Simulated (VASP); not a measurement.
Here is a VASP 6.6.1 calculation.

File INCAR:

```
ALGO = Normal
EDIFF = 1E-7
ENCUT = 520
GGA = PE
ISIF = 2
ISMEAR = 0
LASPH = True
LCHARG = False
LREAL = False
LWAVE = False
NBANDS = 33
NELM = 60
PREC = Accurate
SIGMA = 0.1
```

Contents of KPOINTS:

```
k-points
0
Gamma
  4 4 6
```

POSCAR

```
Ta4O
1.0
    2.9695675115     -4.6659627526      0.0000000000
    2.9695675115      4.6659627526      0.0000000000
   -0.6223538383      0.0000000000      2.8373196042
Ta O
4 1
Direct
    0.2548107017      0.7451892983      0.0000000000
    0.7807025994      0.7807025994      0.5967592823
    0.7451892983      0.2548107017      0.0000000000
    0.2192974006      0.2192974006      0.4032407177
    0.5000000000      0.5000000000      0.0000000000
```

Potentials or basis: VASP PAW PBE potentials, release 64 (Ta_pv, O).

Run with:

```bash
$ cat potpaw_PBE.64/Ta_pv/POTCAR potpaw_PBE.64/O/POTCAR > POTCAR
$ mpirun -np 1 vasp_std > vasp.out
```

(1) What does it give for the largest force?

(2) Estimate the pressure.

(3) Estimate the band gap on the k mesh.

Results:

(1) 0.049 eV/Å.

(2) 0.3 GPa.

(3) zero (band 25 reaches 6.84 eV, above the bottom of band 26 at 5.83 eV).

Caveat: the k points lie up to 0.37 Å⁻¹ apart; spin-orbit coupling is left out, which moves the levels of the heavy elements.
